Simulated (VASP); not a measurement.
# As (Pm-3m) in VASP: single point with PBE

Aim: the single point of As with PBE.

Program: VASP 6.6.1. These are calculated values, not measurements. Logs are shortened: lines on timing, memory, paths and dates and some standing lists are left out, and cuts for length are marked.

## Step 1: The cell of the first run

Symmetry: Pm-3m, No. 221, cubic system. The conventional cell has a = 2.704 Å, b = 2.704 Å, c = 2.704 Å, α = 90.00°, β = 90.00°, γ = 90.00°. As (site symmetry m-3m) has 6 As at 2.70 Å within 3.6 Å.

## Step 2: Single point, PBE

Contents of INCAR:

```
  ALGO = Normal
  EDIFF = 1E-6
  ENCUT = 520
  GGA = PE
  ISIF = 2
  ISMEAR = -1
  LASPH = T
  LCHARG = F
  LREAL = F
  LWAVE = F
  NBANDS = 8
  NELM = 60
  PREC = Accurate
  SIGMA = 0.1
```

Contents of KPOINTS:

```
k-points
0
Gamma
  9 9 9
```

Contents of POSCAR:

```
As
1.0
    2.7036820000      0.0000000000      0.0000000000
    0.0000000000      2.7036820000      0.0000000000
    0.0000000000      0.0000000000      2.7036820000
As
1
Direct
    0.5000000000      0.5000000000      0.5000000000
```

Potentials or basis: VASP PAW PBE potentials, release 64 (As).

Started as:

```bash
$ cat potpaw_PBE.64/As/POTCAR > POTCAR
$ mpirun -np 1 vasp_std > vasp.out
```

OUTCAR:

```text
EDIFF = 1E-6
   ENCUT = 520
   GGA = PE
   ISIF = 2
   ISMEAR = -1
   LASPH = T
   LREAL = F
   NELM = 60
   PREC = Accurate

 ion  position               nearest neighbor table
   1  0.500  0.500  0.500-

  LATTYP: Found a simple cubic cell.
 ALAT       =     2.7036820000

  Lattice vectors:

 A1 = (   2.7036820000,   0.0000000000,   0.0000000000)
 A2 = (   0.0000000000,   2.7036820000,   0.0000000000)
 A3 = (   0.0000000000,   0.0000000000,   2.7036820000)

Analysis of symmetry for initial positions (statically):
=====================================================================
 Subroutine PRICEL returns:
 Original cell was already a primitive cell.

 Routine SETGRP: Setting up the symmetry group for a
 simple cubic supercell.

 Subroutine GETGRP returns: Found 48 space group operations
 (whereof 48 operations were pure point group operations)
 out of a pool of 48 trial point group operations.

The static configuration has the point symmetry O_h .

Analysis of symmetry for dynamics (positions and initial velocities):
=====================================================================
 Subroutine PRICEL returns:
 Original cell was already a primitive cell.

 Routine SETGRP: Setting up the symmetry group for a
 simple cubic supercell.

 Subroutine GETGRP returns: Found 48 space group operations
 (whereof 48 operations were pure point group operations)
 out of a pool of 48 trial point group operations.

The dynamic configuration has the point symmetry O_h .

 Subroutine INISYM returns: Found 48 space group operations
 (whereof 48 operations are pure point group operations),
 and found     1 'primitive' translations

----------------------------------------------------------------------------------------

                                     Primitive cell

  volume of cell :      19.7636

  direct lattice vectors                    reciprocal lattice vectors
     2.703682000  0.000000000  0.000000000     0.369865983  0.000000000  0.000000000
     0.000000000  2.703682000  0.000000000     0.000000000  0.369865983  0.000000000
     0.000000000  0.000000000  2.703682000     0.000000000  0.000000000  0.369865983

  length of vectors
     2.703682000  2.703682000  2.703682000     0.369865983  0.369865983  0.369865983

  position of ions in fractional coordinates (direct lattice)
     0.500000000  0.500000000  0.500000000

  ion indices of the primitive-cell ions
   primitive index   ion index
                 1           1

----------------------------------------------------------------------------------------

 KPOINTS: k-points

Automatic generation of k-mesh.
 Grid dimensions read from file:
 generate k-points for:    9    9    9

 Generating k-lattice:

  Cartesian coordinates                     Fractional coordinates (reciprocal lattice)
     0.041096220  0.000000000  0.000000000     0.111111111  0.000000000  0.000000000
     0.000000000  0.041096220  0.000000000     0.000000000  0.111111111  0.000000000
     0.000000000  0.000000000  0.041096220     0.000000000  0.000000000  0.111111111

  Length of vectors
     0.041096220  0.041096220  0.041096220

  Shift w.r.t. Gamma in fractional coordinates (k-lattice)
     0.000000000  0.000000000  0.000000000

 Subroutine IBZKPT returns following result:
 ===========================================

 Found     35 irreducible k-points:

 Following reciprocal coordinates:
            Coordinates               Weight
  0.000000  0.000000  0.000000      1.000000
  0.111111  0.000000  0.000000      6.000000
  0.222222  0.000000  0.000000      6.000000
  0.333333  0.000000  0.000000      6.000000
  0.444444  0.000000  0.000000      6.000000
  0.111111  0.111111  0.000000     12.000000
[... 16 lines left out ...]
  0.333333  0.333333  0.111111     24.000000
  0.444444  0.333333  0.111111     48.000000
 [... further k-points ...]
   k-points           NKPTS =     35   k-points in BZ     NKDIM =     35   number of bands    NBANDS=      8
   number of dos      NEDOS =    301   number of ions     NIONS =      1
   total plane-waves  NPLWV =   8000
   dimension x,y,z NGX =    20 NGY =   20 NGZ =   20
   dimension x,y,z NGXF=    40 NGYF=   40 NGZF=   40
   ions per type =               1
   NGX,Y,Z   is equivalent  to a cutoff of  12.30, 12.30, 12.30 a.u.
   NGXF,Y,Z  is equivalent  to a cutoff of  24.60, 24.60, 24.60 a.u.
 SYSTEM =  unknown system
   PREC   = accura    normal or accurate (medium, high low for compatibility)
   ISTART =      0    job   : 0-new  1-cont  2-samecut
   ICHARG =      2    charge: 1-file 2-atom 10-const
   ISPIN  =      1    spin polarized calculation?
   LNONCOLLINEAR =      F non collinear calculations
   LSORBIT =      F    spin-orbit coupling
   LASPH  =      T    aspherical Exc in radial PAW
   ENCUT  =  520.0 eV  38.22 Ry    6.18 a.u.   5.03  5.03  5.03*2*pi/ulx,y,z
   NELM   =     60;   NELMIN=  2; NELMDL= -5     # of ELM steps
   EDIFF  = 0.1E-05   stopping-criterion for ELM
   LREAL  =      F    real-space projection
   EDIFFG = 0.1E-04   stopping-criterion for IOM
   NSW    =      0    number of steps for IOM
   IBRION =     -1    ionic relax: 0-MD 1-quasi-New 2-CG
   NFREE  =      0    steps in history (QN), initial steepest desc. (CG)
   ISIF   =      2    stress and relaxation
   ISYM   =      2    0-nonsym 1-usesym 2-fastsym
   POTIM  = 0.5000    time-step for ionic-motion
   TEBEG  =    0.0;   TEEND  =   0.0 temperature during run
   PSTRESS=    0.0 pullay stress
   NELECT =       5.0000    total number of electrons
   NUPDOWN=      -1.0000    fix difference up-down
   EMIN   =  10.00;   EMAX   =-10.00  energy-range for DOS
   EFERMI =   0.00;   METHOD = LEGACY
   ISMEAR =    -1;   SIGMA  =   0.10  broadening in eV -4-tet -1-fermi 0-gaus
   EFERMI_NEDOS =   21; number of points for ismear=-14 and -15
   IALGO  =     38    algorithm
   IMIX   =      4    mixing-type and parameters
     AMIX     =   0.40;   BMIX     =  1.00
     AMIX_MAG =   1.60;   BMIX_MAG =  1.00
  volume/ion in A,a.u.               =      19.76       133.37
  Fermi-wavevector in a.u.,A,eV,Ry     =   1.035403  1.956627 14.586240  1.072058
  Thomas-Fermi vector in A             =   2.169744
   LORBIT       =      0    0 simple, 1 ext, 2 COOP (PROOUT), +10 PAW based schemes
   GGA     = PE    functional components
   LHFCALC =     F    Hartree Fock is set to
   AEXX    =    0.0000 exact exchange contribution
   IVDW    =     0    specifies the selected vdW correction
   LEPSILON=     F    determine dielectric tensor
   LRPA    =     F    only Hartree local field effects (RPA)
 non-spin polarized calculation
  energy-cutoff  :      520.00
  volume of cell :       19.76
 maximum number of plane-waves:       540
   NGX = 11   NGY = 11   NGZ = 11

 number of electron       5.0000001 magnetization

 Free energy of the ion-electron system (eV)
  ---------------------------------------------------
  ext. energy  EPLUGINS =         0.00000000
  ---------------------------------------------------
  free energy    TOTEN  =        -4.56243959 eV

  energy without entropy =       -4.54655284  energy(sigma->0) =       -4.55449622

 E-fermi :   6.1040     XC(G=0): -10.4407

 val. band max:        6.0750176959   @ k =   0.3333   0.2222   0.0000
 cond. band min:       6.2196013838   @ k =   0.4444   0.3333   0.3333
 fundamental gap:      0.1445836878
 Fermi energy:         6.1039926675

 k-point     1 :       0.0000    0.0000    0.0000
  band No.  band energies     occupation
      1      -9.0542      2.00000
      2      10.0818      0.00000
      3      10.0818      0.00000
      4      10.0818      0.00000
      5      14.4257      0.00000
      6      14.4257      0.00000
      7      16.4788      0.00000
      8      30.8403      0.00000

 k-point     2 :       0.1111    0.0000    0.0000
  band No.  band energies     occupation
      1      -8.8272      2.00000
      2       7.6976      0.00000
      3      10.2811      0.00000
      4      10.2811      0.00000
      5      14.6284      0.00000
      6      15.7618      0.00000
      7      18.1243      0.00000
      8      28.1622      0.00000

 k-point     3 :       0.2222    0.0000    0.0000
  band No.  band energies     occupation
      1      -8.1627      2.00000
      2       4.3061      2.00000
      3      10.8423      0.00000
      4      10.8423      0.00000
      5      15.2171      0.00000
      6      16.6634      0.00000
      7      22.1536      0.00000
      8      24.9991      0.00000

 k-point     4 :       0.3333    0.0000    0.0000
  band No.  band energies     occupation
      1      -7.1413      2.00000
      2       1.3409      2.00000
      3      11.6236      0.00000
      4      11.6236      0.00000
      5      16.1017      0.00000
      6      17.8270      0.00000
      7      22.4386      0.00000
      8      22.4386      0.00000

 k-point     5 :       0.4444    0.0000    0.0000
  band No.  band energies     occupation
      1      -6.1086      2.00000
      2      -0.6851      2.00000
      3      12.2737      0.00000
      4      12.2737      0.00000
      5      16.9485      0.00000
      6      19.3819      0.00000
      7      20.8924      0.00000
      8      20.8924      0.00000
[... 177 lines left out ...]
 k-point    22 :       0.4444    0.2222    0.1111
  band No.  band energies     occupation
      1      -4.9806      2.00000
      2       0.3606      2.00000
      3       7.0751      0.00012
      4      11.0261      0.00000
      5      13.7399      0.00000
      6      18.0292      0.00000
      7      21.5280      0.00000
      8      24.0621      0.00000

 k-point    23 :       0.3333    0.3333    0.1111
  band No.  band energies     occupation
      1      -4.9902      2.00000
      2       3.0377      2.00000
      3       3.5852      2.00000
      4      11.0515      0.00000
      5      12.7678      0.00000
      6      19.9037      0.00000
      7      20.9582      0.00000
      8      22.4255      0.00000

 k-point    24 :       0.4444    0.3333    0.1111
  band No.  band energies     occupation
      1      -3.9343      2.00000
      2       1.2562      2.00000
      3       4.1560      2.00000
      4      10.9297      0.00000
      5      11.8630      0.00000
      6      18.9628      0.00000
      7      21.2856      0.00000
      8      23.3134      0.00000

 [... further k-points ...]
[... 5 lines left out ...]
  --------------------------------------------------------------------------------------
  -------------------------------------------------------------------------------------
  Total        0.2766139      0.2766139      0.2766139      0.0000000     -0.0000000      0.0000000
  in kB       22.4242441     22.4242441     22.4242441      0.0000000     -0.0000000      0.0000000
  external PRESSURE =      22.4242441 kB  Pullay stress =       0.0000000 kB

 VOLUME and BASIS-vectors are now :
 -----------------------------------------------------------------------------
  energy-cutoff  :      520.00
  volume of cell :       19.76
      direct lattice vectors                 reciprocal lattice vectors
     2.703682000  0.000000000  0.000000000     0.369865983  0.000000000  0.000000000
     0.000000000  2.703682000  0.000000000     0.000000000  0.369865983  0.000000000
     0.000000000  0.000000000  2.703682000     0.000000000  0.000000000  0.369865983

 POSITION                                       TOTAL-FORCE (eV/Angst)
 -----------------------------------------------------------------------------------
      1.35184      1.35184      1.35184         0.000000      0.000000      0.000000
 -----------------------------------------------------------------------------------
    total drift:                                0.000000     -0.000000      0.000000

  FREE ENERGIE OF THE ION-ELECTRON SYSTEM (eV)
  ---------------------------------------------------
  free  energy   TOTEN  =        -4.5624395867 eV

  energy  without entropy=       -4.5465528439  energy(sigma->0) =       -4.55449622
```

It took 3 s on 1 thread of AMD EPYC 7R13 (Zen 3), shared host; peak memory 0.09 GiB.

What came out:

```
Free energy : -4.5624 eV
Pressure    : 2.2 GPa
```
